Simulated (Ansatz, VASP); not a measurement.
Rh2Au in VASP and in Ansatz

Contents of INCAR:

```
SYSTEM = Rh2Au
PREC = Accurate
ENCUT = 600
EDIFF = 1E-6
ISMEAR = 0
SIGMA = 0.1
LREAL = .False.
LASPH = .True.
NELM = 100
ALGO = Normal
ISIF = 3
LWAVE = .False.
LCHARG = .False.
GGA = PE
IBRION = 2
NSW = 90
EDIFFG = -0.04
```

KPOINTS

```
Automatic mesh
0
Gamma
  4 4 4
  0 0 0
```

The input POSCAR:

```
Rh2Au
1.0
    0.0000000000      3.5427493932      3.5427493932
    3.5427493932      0.0000000000      3.5427493932
    3.5427493932      3.5427493932      0.0000000000
Rh Au
4 2
Direct
    0.6250000000      0.6250000000      0.6250000000
    0.1250000000      0.6250000000      0.6250000000
    0.6250000000      0.6250000000      0.1250000000
    0.6250000000      0.1250000000      0.6250000000
    0.0000000000      0.0000000000      0.0000000000
    0.2500000000      0.2500000000      0.2500000000
```

Input for Ansatz:

```yaml
crystal:
  lattice:
    - [0.0, 3.5427493932, 3.5427493932]
    - [3.5427493932, 0.0, 3.5427493932]
    - [3.5427493932, 3.5427493932, 0.0]
  atoms:
    - { symbol: Rh, position: [0.625, 0.625, 0.625] }
    - { symbol: Rh, position: [0.125, 0.625, 0.625] }
    - { symbol: Rh, position: [0.625, 0.625, 0.125] }
    - { symbol: Rh, position: [0.625, 0.125, 0.625] }
    - { symbol: Au, position: [0.0, 0.0, 0.0] }
    - { symbol: Au, position: [0.25, 0.25, 0.25] }
basis:
  ecutwfc: 420
kpoints:
  mp_grid: { grid: [4, 4, 4] }
hamiltonian:
  xc: pbe
scf:
  occupations: { method: gaussian, width: 0.1 }
  lower_state_search: "off"
output:
  forces: true
  stress: true
  eigenvalues: true
relax:
  adjacent_minimum: "off"
  f_tol: 0.04
  max_steps: 70
  cell: { stress_tol: 0.4 }
```

Alike in both runs: task relaxation of cell and atoms; functional PBE; k mesh 4 × 4 × 4; occupations gaussian, width 0.1 eV; no spin polarisation.

|  | VASP | Ansatz |
| --- | --- | --- |
| version | VASP 6.6.1 | Ansatz 0.2.0 |
| potentials or method | VASP PAW PBE potentials, release 64 (Rh_pv, Au), cutoff 600 eV | scalar-relativistic, plane waves, PAW |
| valence electrons in the cell | 82 | 106 |

|  | VASP | Ansatz | Ansatz less VASP |
| --- | --- | --- | --- |
| gap on the k mesh at the Fermi level, each at its own relaxed structure (eV) | none | none | - |
| relaxed volume (Å³/atom) | 16.05 | 16.05 | +0.006 |
| relaxed length of the cell vector where the two differ most in proportion (Å) | 5.145 | 5.145 | +0.0006 |

A gap of «none» marks a metal or a gap that the smearing closes. VASP's potentials hold 82 valence electrons a cell and Ansatz's 106, so a difference there can come from the potentials and not from the codes.

The k mesh is coarse, so the values compare programs but aren't converged. Neither program's run includes spin-orbit coupling.
